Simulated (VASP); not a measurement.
A run of VASP 6.6.1 is set up as follows.

The input INCAR:

```
PREC = Accurate
ENCUT = 600
EDIFF = 1E-6
ISMEAR = 0
SIGMA = 0.1
LREAL = False
LASPH = True
NELM = 80
ALGO = Normal
ISIF = 3
LWAVE = False
LCHARG = False
GGA = PE
IBRION = 2
NSW = 100
EDIFFG = -0.01
```

Contents of KPOINTS:

```
regular mesh
0
Gamma
  12 12 8
```

File POSCAR:

```
AsSe2
1.0
    3.8158947635      0.0000000000      0.0000000000
    0.0000000000      3.8158947635      0.0000000000
    0.0000000000      0.0000000000      5.4294426386
As Se
1 2
Direct
    0.0000000000      0.0000000000      0.0000000000
    0.0000000000      0.5000000000      0.3017041769
    0.5000000000      0.0000000000      0.6982958231
```

Potentials or basis: VASP PAW PBE potentials, release 64 (As, Se).

Run with:

```bash
$ cat potpaw_PBE.64/As/POTCAR potpaw_PBE.64/Se/POTCAR > POTCAR
$ mpirun -np 1 vasp_std > vasp.out
```

Task: Predict the band gap on the k mesh.

Result: Zero (an odd number of electrons rules out a gap without spin polarisation).

Task: Estimate the space group after relaxing (to 0.1 Å).

Result: P-4m2 (No. 115).

Task: Estimate the relaxed volume.

Result: 26.51 Å³/atom.

Task: What does it give for the relaxed cell?

Result: a = 3.831 Å, b = 3.831 Å, c = 5.417 Å, α = 90.00°, β = 90.00°, γ = 90.00°.

The path:
```csv
step,energy change (eV),largest force (eV/Å),pressure (GPa),volume (Å³)
1,0.0000,0.0089,0.18,79.06
2,-0.0002,0.0190,-0.05,79.41
3,-0.0002,0.0155,-0.02,79.36
4,-0.0003,0.0136,-0.01,79.40
5,-0.0004,0.0078,-0.01,79.52
```
